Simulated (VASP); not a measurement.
# Al (Fm-3m) in VASP: notebook

Runs on Al. Level: PBEsol. Tasks: relaxation of cell and atoms.

All numbers are computed with VASP 6.6.1; they aren't measurements. Logs are shortened: lines on timing, memory, paths and dates and some standing lists are left out, and cuts for length are marked.

## (1) The cell of the first run

The structure is cubic, space group Fm-3m (No. 225). The conventional cell has a = 4.050 Å, b = 4.050 Å, c = 4.050 Å, α = 90.00°, β = 90.00°, γ = 90.00°. Al (site symmetry m-3m) has 12 Al at 2.86 Å within 3.8 Å.

## (2) Relaxation of cell and atoms, PBEsol

File INCAR:

```
PREC = Accurate ; ENCUT = 600
EDIFF = 1E-6 ; ISMEAR = 1
SIGMA = 0.1 ; LREAL = False
LASPH = True ; NELM = 100
ALGO = Normal ; ISIF = 3
LWAVE = False ; LCHARG = False
GGA = PS ; IBRION = 2
NSW = 80 ; EDIFFG = -0.01
```

File KPOINTS:

```
Automatic mesh
0
Gamma
  9 9 9
```

File POSCAR:

```
Al
1.0
    0.0000000000      2.0248050000      2.0248050000
    2.0248050000      0.0000000000      2.0248050000
    2.0248050000      2.0248050000      0.0000000000
Al
1
Direct
    0.0000000000      0.0000000000      0.0000000000
```

Potentials or basis: VASP PAW PBE potentials, release 64 (Al).

The run is started by

```bash
$ cat potpaw_PBE.64/Al/POTCAR > POTCAR
$ mpirun -np 1 vasp_std > vasp.out
```

OUTCAR:

```text
PREC = Accurate
   ENCUT = 600
   EDIFF = 1E-6
   ISMEAR = 1
   LREAL = False
   LASPH = True
   NELM = 100
   ISIF = 3
   GGA = PS
   IBRION = 2
   NSW = 80
   EDIFFG = -0.01

 ion  position               nearest neighbor table
   1  0.000  0.000  0.000-

  LATTYP: Found a face centered cubic cell.
 ALAT       =     4.0496100000

  Lattice vectors:

 A1 = (   0.0000000000,   2.0248050000,   2.0248050000)
 A2 = (   2.0248050000,   0.0000000000,   2.0248050000)
 A3 = (   2.0248050000,   2.0248050000,   0.0000000000)

Analysis of symmetry for initial positions (statically):
=====================================================================
 Subroutine PRICEL returns:
 Original cell was already a primitive cell.

 Routine SETGRP: Setting up the symmetry group for a
 face centered cubic supercell.

 Subroutine GETGRP returns: Found 48 space group operations
 (whereof 48 operations were pure point group operations)
 out of a pool of 48 trial point group operations.

The static configuration has the point symmetry O_h .

Analysis of symmetry for dynamics (positions and initial velocities):
=====================================================================
 Subroutine PRICEL returns:
 Original cell was already a primitive cell.

 Routine SETGRP: Setting up the symmetry group for a
 face centered cubic supercell.

 Subroutine GETGRP returns: Found 48 space group operations
 (whereof 48 operations were pure point group operations)
 out of a pool of 48 trial point group operations.

The dynamic configuration has the point symmetry O_h .

 Subroutine INISYM returns: Found 48 space group operations
 (whereof 48 operations are pure point group operations),
 and found     1 'primitive' translations

----------------------------------------------------------------------------------------

                                     Primitive cell

  volume of cell :      16.6027

  direct lattice vectors                    reciprocal lattice vectors
     0.000000000  2.024805000  2.024805000    -0.246937359  0.246937359  0.246937359
     2.024805000  0.000000000  2.024805000     0.246937359 -0.246937359  0.246937359
     2.024805000  2.024805000  0.000000000     0.246937359  0.246937359 -0.246937359

  length of vectors
     2.863506692  2.863506692  2.863506692     0.427708053  0.427708053  0.427708053

  position of ions in fractional coordinates (direct lattice)
     0.000000000  0.000000000  0.000000000

  ion indices of the primitive-cell ions
   primitive index   ion index
                 1           1

----------------------------------------------------------------------------------------

 KPOINTS: Automatic mesh

Automatic generation of k-mesh.
 Grid dimensions read from file:
 generate k-points for:    9    9    9

 Generating k-lattice:

  Cartesian coordinates                     Fractional coordinates (reciprocal lattice)
    -0.027437484  0.027437484  0.027437484     0.111111111  0.000000000  0.000000000
     0.027437484 -0.027437484  0.027437484     0.000000000  0.111111111  0.000000000
     0.027437484  0.027437484 -0.027437484     0.000000000  0.000000000  0.111111111

  Length of vectors
     0.047523117  0.047523117  0.047523117

  Shift w.r.t. Gamma in fractional coordinates (k-lattice)
     0.000000000  0.000000000  0.000000000

 Subroutine IBZKPT returns following result:
 ===========================================

 Found     35 irreducible k-points:

 Following reciprocal coordinates:
            Coordinates               Weight
  0.000000  0.000000  0.000000      1.000000
  0.111111  0.000000  0.000000      8.000000
  0.222222  0.000000  0.000000      8.000000
  0.333333  0.000000  0.000000      8.000000
  0.444444  0.000000  0.000000      8.000000
  0.111111  0.111111  0.000000      6.000000
[... 16 lines left out ...]
 -0.333333  0.333333  0.000000     12.000000
  0.444444  0.444444  0.000000      6.000000
 [... further k-points ...]
   k-points           NKPTS =     35   k-points in BZ     NKDIM =     35   number of bands    NBANDS=      5
   number of dos      NEDOS =    301   number of ions     NIONS =      1
   total plane-waves  NPLWV =  13824
   dimension x,y,z NGX =    24 NGY =   24 NGZ =   24
   dimension x,y,z NGXF=    48 NGYF=   48 NGZF=   48
   ions per type =               1
   NGX,Y,Z   is equivalent  to a cutoff of  13.93, 13.93, 13.93 a.u.
   NGXF,Y,Z  is equivalent  to a cutoff of  27.87, 27.87, 27.87 a.u.
 SYSTEM =  unknown system
   PREC   = accura    normal or accurate (medium, high low for compatibility)
   ISTART =      0    job   : 0-new  1-cont  2-samecut
   ICHARG =      2    charge: 1-file 2-atom 10-const
   ISPIN  =      1    spin polarized calculation?
   LNONCOLLINEAR =      F non collinear calculations
   LSORBIT =      F    spin-orbit coupling
   LASPH  =      T    aspherical Exc in radial PAW
   ENCUT  =  600.0 eV  44.10 Ry    6.64 a.u.   5.72  5.72  5.72*2*pi/ulx,y,z
[... 48 lines left out ...]
  free energy    TOTEN  =        -4.05938180 eV

  energy without entropy =       -4.05817134  energy(sigma->0) =       -4.05897831

------------------------ aborting loop because EDIFF is reached ----------------------------------------

  FORCE on cell =-STRESS in cart. coord.  units (eV):
  Direction    XX          YY          ZZ          XY          YZ          ZX
  --------------------------------------------------------------------------------------
  -------------------------------------------------------------------------------------
  Total       -0.1637591     -0.1637591     -0.1637591      0.0000000      0.0000000      0.0000000
  in kB      -15.8028846    -15.8028846    -15.8028846      0.0000000      0.0000000      0.0000000
  external PRESSURE =     -15.8028846 kB  Pullay stress =       0.0000000 kB

 VOLUME and BASIS-vectors are now :
 -----------------------------------------------------------------------------
  energy-cutoff  :      600.00
  volume of cell :       16.60
      direct lattice vectors                 reciprocal lattice vectors
     0.000000000  2.024805000  2.024805000    -0.246937359  0.246937359  0.246937359
     2.024805000  0.000000000  2.024805000     0.246937359 -0.246937359  0.246937359
     2.024805000  2.024805000  0.000000000     0.246937359  0.246937359 -0.246937359
[... 36 lines left out ...]
 POSITION                                       TOTAL-FORCE (eV/Angst)
 -----------------------------------------------------------------------------------
      0.00000      0.00000      0.00000        -0.000000     -0.000000     -0.000000
 -----------------------------------------------------------------------------------
    total drift:                                0.000000     -0.000000     -0.000000

  FREE ENERGIE OF THE ION-ELECTRON SYSTEM (eV)
  ---------------------------------------------------
  free  energy   TOTEN  =        -4.0608873037 eV

  energy  without entropy=       -4.0599057657  energy(sigma->0) =       -4.06056012

--------------------------------------- Ionic step        3  -------------------------------------------

 number of electron       3.0000000 magnetization

 Free energy of the ion-electron system (eV)
  ---------------------------------------------------
  ext. energy  EPLUGINS =         0.00000000
  ---------------------------------------------------
  free energy    TOTEN  =        -4.06097628 eV

  energy without entropy =       -4.05995336  energy(sigma->0) =       -4.06063531

 E-fermi :   8.0617     XC(G=0): -10.3040

 val. band max:        7.9481537698   @ k =   0.4444   0.4444   0.0000
 cond. band min:       8.0882152376   @ k =  -0.4444   0.3333   0.1111
 fundamental gap:      0.1400614678
 Fermi energy:         8.0616579965

 k-point     1 :       0.0000    0.0000    0.0000
  band No.  band energies     occupation
      1      -3.1332      2.00000
      2      20.7553      0.00000
      3      20.7553      0.00000
      4      20.7553      0.00000
      5      22.3465      0.00000

 k-point     2 :       0.1111    0.0000    0.0000
  band No.  band energies     occupation
      1      -2.7951      2.00000
      2      17.0197      0.00000
      3      19.9538      0.00000
      4      19.9538      0.00000
      5      22.9618      0.00000

 k-point     3 :       0.2222    0.0000    0.0000
  band No.  band energies     occupation
      1      -1.7855      2.00000
      2      12.5958      0.00000
      3      19.1855      0.00000
      4      19.1855      0.00000
      5      22.6209      0.00000
[... 153 lines left out ...]
 k-point    23 :      -0.3333    0.3333    0.0000
  band No.  band energies     occupation
      1       4.7522      2.00000
      2       6.9942      2.00000
      3       8.4959     -0.00000
      4      15.4688      0.00000
      5      17.2417      0.00000

 k-point    24 :       0.4444    0.4444    0.0000
  band No.  band energies     occupation
      1       3.8590      2.00000
      2       7.9482      2.06812
      3      13.4549      0.00000
      4      13.8309      0.00000
      5      13.8309      0.00000

 [... further k-points ...]

------------------------ aborting loop because EDIFF is reached ----------------------------------------

  FORCE on cell =-STRESS in cart. coord.  units (eV):
  Direction    XX          YY          ZZ          XY          YZ          ZX
  --------------------------------------------------------------------------------------
  -------------------------------------------------------------------------------------
  Total        0.0003576      0.0003576      0.0003576      0.0000000     -0.0000000      0.0000000
  in kB        0.0351844      0.0351844      0.0351844      0.0000000     -0.0000000      0.0000000
  external PRESSURE =       0.0351844 kB  Pullay stress =       0.0000000 kB

 VOLUME and BASIS-vectors are now :
 -----------------------------------------------------------------------------
  energy-cutoff  :      600.00
  volume of cell :       16.29
      direct lattice vectors                 reciprocal lattice vectors
     0.000000000  2.011824581  2.011824581    -0.248530615  0.248530615  0.248530615
     2.011824581  0.000000000  2.011824581     0.248530615 -0.248530615  0.248530615
     2.011824581  2.011824581  0.000000000     0.248530615  0.248530615 -0.248530615

 POSITION                                       TOTAL-FORCE (eV/Angst)
 -----------------------------------------------------------------------------------
      0.00000      0.00000      0.00000         0.000000      0.000000      0.000000
 -----------------------------------------------------------------------------------
    total drift:                                0.000000     -0.000000      0.000000

  FREE ENERGIE OF THE ION-ELECTRON SYSTEM (eV)
  ---------------------------------------------------
  free  energy   TOTEN  =        -4.0609762813 eV

  energy  without entropy=       -4.0599533574  energy(sigma->0) =       -4.06063531

 reached required accuracy - stopping structural energy minimisation
```

Wall time 4.1 s (1 thread of Intel Xeon 6975P-C, shared host); peak memory 0.13 GiB.

What came out:

```
Free energy                            : -4.0610 eV
Relaxed volume                         : 16.29 Å³/atom
Relaxed cell                           : a = 2.845 Å, b = 2.845 Å, c = 2.845 Å, α = 60.00°, β = 60.00°, γ = 60.00°
Space group after relaxing (to 0.05 Å) : Fm-3m (No. 225)
Energy gained by relaxing              : 1.6 meV/atom
Ionic steps                            : 3
Pressure after relaxing                : 0.0 GPa
```

Step by step:
```
step  energy change (eV)  largest force (eV/Å)  pressure (GPa)  volume (Å³)
   1              0.0000                0.0000           -1.58        16.60
   2             -0.0015                0.0000            0.39        16.21
   3             -0.0016                0.0000            0.00        16.29
```

Final structure:
```
Al
1.0
     0.00000    2.01182    2.01182
     2.01182    0.00000    2.01182
     2.01182    2.01182    0.00000
Al
1
Direct
  0.00000 0.00000 0.00000
```

Caveat: the PAW data sets were made with another functional, which shifts forces and pressure a little.

## (3) Relaxation of cell and atoms, PBEsol, target pressure 15 GPa, at which the enthalpy is minimised

File INCAR:

```
SYSTEM = Al
PREC     = Accurate       ! precision mode
ENCUT    = 600            ! plane-wave cutoff, eV
EDIFF    = 1E-6           ! SCF threshold, eV
ISMEAR   = 1              ! smearing method
SIGMA    = 0.1            ! smearing width, eV
LREAL    = .FALSE.        ! projectors in reciprocal space
LASPH    = .TRUE.         ! aspherical terms in the spheres
NELM     = 100            ! most SCF steps
ALGO     = Normal         ! electronic algorithm
ISIF     = 3              ! what is computed and relaxed
LWAVE    = .FALSE.        ! write WAVECAR
LCHARG   = .FALSE.        ! write CHGCAR
GGA      = PS             ! functional
IBRION   = 2              ! ionic algorithm
NSW      = 80             ! ionic steps
EDIFFG   = -0.01          ! ionic threshold
PSTRESS  = 150.0
```

File KPOINTS:

```
regular mesh
0
G
  9 9 9
  0 0 0
```

POSCAR is that of step 2.

Potentials or basis: VASP PAW PBE potentials, release 64 (Al).

The run is started by

```bash
$ cat potpaw_PBE.64/Al/POTCAR > POTCAR
$ mpirun -np 1 vasp_std > vasp.out
```

Wall time 6.8 s (1 thread of Intel Xeon 6975P-C, shared host); peak memory 0.14 GiB.

It converged, with:

```
Free energy                                            : -3.9707 eV
Relaxed volume                                         : 14.13 Å³/atom
Relaxed cell                                           : a = 2.713 Å, b = 2.713 Å, c = 2.713 Å, α = 60.00°, β = 60.00°, γ = 60.00°
Space group after relaxing (to 0.05 Å)                 : Fm-3m (No. 225)
Energy change on relaxing (the enthalpy is what falls) : +88.7 meV/atom
Ionic steps                                            : 4
Pressure after relaxing                                : 14.9 GPa
```

The path:
```tsv
step	energy change (eV)	largest force (eV/Å)	pressure (GPa)	volume (Å³)
1	0.0000	0.0000	-1.58	16.60
2	0.2780	0.0000	32.40	12.81
3	0.0845	0.0000	14.50	14.17
4	0.0887	0.0000	14.95	14.13
```

Final structure:
```
Al
1.0
     0.00000    1.91873    1.91873
     1.91873    0.00000    1.91873
     1.91873    1.91873    0.00000
Al
1
Direct
  0.00000 0.00000 0.00000
```

Levels at points of the mesh, in eV from the Fermi level:
```
           k point  band 1  band 2  band 3  band 4  band 5
(0.00, 0.00, 0.00)  -12.24   13.49   13.49   13.49   16.24
```

Caveat: the cell is relaxed towards a set pressure, so the enthalpy falls and the energy may rise; the PAW data sets were made with another functional, which shifts forces and pressure a little.

## (4) Relaxation of cell and atoms, PBEsol, target pressure 30 GPa, at which the enthalpy is minimised

File INCAR:

```
SYSTEM = Al
PREC = Accurate
ENCUT = 600
EDIFF = 1E-7
ISMEAR = 1
SIGMA = 0.1
LREAL = .FALSE.
LASPH = .TRUE.
NELM = 80
ALGO = Normal
ISIF = 3
LWAVE = .FALSE.
LCHARG = .FALSE.
GGA = PS
IBRION = 2
NSW = 80
EDIFFG = -0.01
PSTRESS = 300.0
```

KPOINTS is that of step 3.

POSCAR is that of step 3.

The run is started by

```bash
$ cat potpaw_PBE.64/Al/POTCAR > POTCAR
$ mpirun -np 1 vasp_std > vasp.out
```

Run time: 9 s. Hardware: 1 thread of Intel Xeon 6975P-C, shared host; peak memory 0.13 GiB.

The run converged. Its results:

| Property | Result |
| --- | --- |
| Free energy | -3.8103 eV |
| Relaxed volume | 12.96 Å³/atom |
| Relaxed cell | a = 2.636 Å, b = 2.636 Å, c = 2.636 Å, α = 60.00°, β = 60.00°, γ = 60.00° |
| Space group after relaxing (to 0.05 Å) | Fm-3m (No. 225) |
| Energy change on relaxing (the enthalpy is what falls) | +249.1 meV/atom |
| Ionic steps | 7 |
| Pressure after relaxing | 30.0 GPa |

Step by step:
```csv
step,energy change (eV),largest force (eV/Å),pressure (GPa),volume (Å³)
1,0.0000,0.0000,-1.58,16.60
2,1.4844,0.0000,115.71,9.92
3,0.2141,0.0000,27.02,13.15
4,0.2414,0.0000,29.37,13.00
5,0.2538,0.0000,30.40,12.93
6,0.2435,0.0000,29.55,12.99
7,0.2491,0.0000,30.01,12.96
```

Final structure:
```
Al
1.0
     0.00000    1.86414    1.86414
     1.86414    0.00000    1.86414
     1.86414    1.86414    0.00000
Al
1
Cartesian
  0.0000 0.0000 0.0000
```

Levels at points of the mesh, in eV from the Fermi level:
| k point | band 1 | band 2 | band 3 | band 4 | band 5 |
| --- | --- | --- | --- | --- | --- |
| (0.00, 0.00, 0.00) | -12.87 | 14.05 | 14.05 | 14.05 | 17.57 |

Caveat: the cell is relaxed towards a set pressure, so the enthalpy falls and the energy may rise; the volume moved by over 15 % at a fixed basis, so the end points are rough; the PAW data sets were made with another functional, which shifts forces and pressure a little.

## (5) Relaxation of cell and atoms, PBEsol, target pressure 45 GPa, at which the enthalpy is minimised

File INCAR:

```
SYSTEM = Al
  PREC = Accurate
  ENCUT = 600
  EDIFF = 1E-6
  ISMEAR = 1
  SIGMA = 0.1
  LREAL = .False.
  LASPH = .True.
  NELM = 80
  ALGO = Normal
  ISIF = 3
  LWAVE = .False.
  LCHARG = .False.
  GGA = PS
  IBRION = 2
  NSW = 80
  EDIFFG = -0.01
  PSTRESS = 450.0
```

File KPOINTS:

```
regular mesh
0
Gamma
  9 9 9
  0 0 0
```

POSCAR is that of step 4.

The run is started by

```bash
$ cat potpaw_PBE.64/Al/POTCAR > POTCAR
$ mpirun -np 1 vasp_std > vasp.out
```

Run time: 7.9 s. Hardware: 1 thread of Intel Xeon 6975P-C, shared host; peak memory 0.14 GiB.

Results (log left out):

```
Free energy                                            : -3.6176 eV
Relaxed volume                                         : 12.13 Å³/atom
Relaxed cell                                           : a = 2.579 Å, b = 2.579 Å, c = 2.579 Å, α = 60.00°, β = 60.00°, γ = 60.00°
Space group after relaxing (to 0.05 Å)                 : Fm-3m (No. 225)
Energy change on relaxing (the enthalpy is what falls) : +441.8 meV/atom
Ionic steps                                            : 5
Pressure after relaxing                                : 45.0 GPa
```

The path:
```
step  energy change (eV)  largest force (eV/Å)  pressure (GPa)  volume (Å³)
   1              0.0000                0.0000           -1.58        16.60
   2              4.4698                0.0000          313.66         7.50
   3              0.3035                0.0000           34.45        12.68
   4              0.3926                0.0000           41.37        12.31
   5              0.4418                0.0000           45.05        12.13
```

Final structure:
```yaml
crystal:
  lattice:
    - [0.00000, 1.82341, 1.82341]
    - [1.82341, 0.00000, 1.82341]
    - [1.82341, 1.82341, 0.00000]
  atoms:
    - { symbol: Al, position: [0.00000, 0.00000, 0.00000] }
```

Levels at points of the mesh, in eV from the Fermi level:
```csv
k point,band 1,band 2,band 3,band 4,band 5
"(0.00, 0.00, 0.00)",-13.36,14.50,14.50,14.50,18.65
```

Caveat: the cell is relaxed towards a set pressure, so the enthalpy falls and the energy may rise; the volume moved by over 15 % at a fixed basis, so the end points are rough; the PAW data sets were made with another functional, which shifts forces and pressure a little.

## (6) The runs side by side

| cell | gap on the mesh (eV) | pressure (GPa) |
| --- | --- | --- |
| relaxed | none | 0.0 |
| relaxed to 15 GPa | none | 14.9 |
| relaxed to 30 GPa | none | 30.0 |
| relaxed to 45 GPa | none | 45.0 |

Alike in all rows: task relaxation of cell and atoms; level PBEsol; potentials or basis VASP PAW PBE potentials, release 64 (Al); no spin polarisation; k mesh 9 × 9 × 9; cutoff (eV) 600; smearing methfessel-paxton 0.1 eV.

Caveats: the PAW data sets were made with another functional, which shifts forces and pressure a little; the cell is relaxed towards a set pressure, so the enthalpy falls and the energy may rise (some runs); the volume moved by over 15 % at a fixed basis, so the end points are rough (some runs).

Total energies depend on the potentials used, so only differences within one code and one set of settings carry meaning.
